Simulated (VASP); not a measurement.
## Au: single point with PBEsol

Crystal: Au.

```
CELL_PARAMETERS angstrom
0.00000 2.84039 2.84039
2.84039 0.00000 2.84039
2.84039 2.84039 0.00000
ATOMIC_POSITIONS crystal
Au 0.00000 0.00000 0.00000
Au 0.25000 0.25000 0.25000
```

```
Program                : VASP 6.6.1
Task                   : single point
Functional             : PBEsol
Potentials or basis    : VASP PAW PBE potentials, release 64 (Au)
Cutoff                 : 520 eV
k mesh                 : 8 × 8 × 8
Occupations            : gaussian, width 0.05 eV
Spin                   : no spin polarisation
Dipole correction      : no
Further INCAR settings : ALGO = Normal; EDIFF = 1e-06; NBANDS = 18
```

The pressure is 19.8 GPa and the band gap on the k mesh is zero (band 11 reaches 5.63 eV, above the bottom of band 12 at 4.96 eV).

Levels at points of the mesh, in eV from the Fermi level:
```tsv
k point	band 7	band 8	band 9	band 10	band 11	band 12	band 13	band 14	band 15	band 16
(0.00, 0.00, 0.00)	-2.84	-2.84	-2.84	-1.25	-1.25	10.20	10.37	11.23	11.23	11.23
(0.50, 0.00, 0.00)	-2.42	-2.42	-1.80	-1.52	-1.52	-0.23	7.60	7.60	9.78	10.84
(0.50, 0.50, 0.00)	-3.47	-3.47	-1.28	-1.28	0.40	0.40	3.57	3.57	8.89	8.89
```

Run time: 19 s on 1 thread of Intel Xeon 6975P-C, with other jobs on the host, peak memory 0.17 GiB.

Caveat: the PAW data sets were made with another functional, which shifts forces and pressure a little; spin-orbit coupling is left out, which moves the levels of the heavy elements.
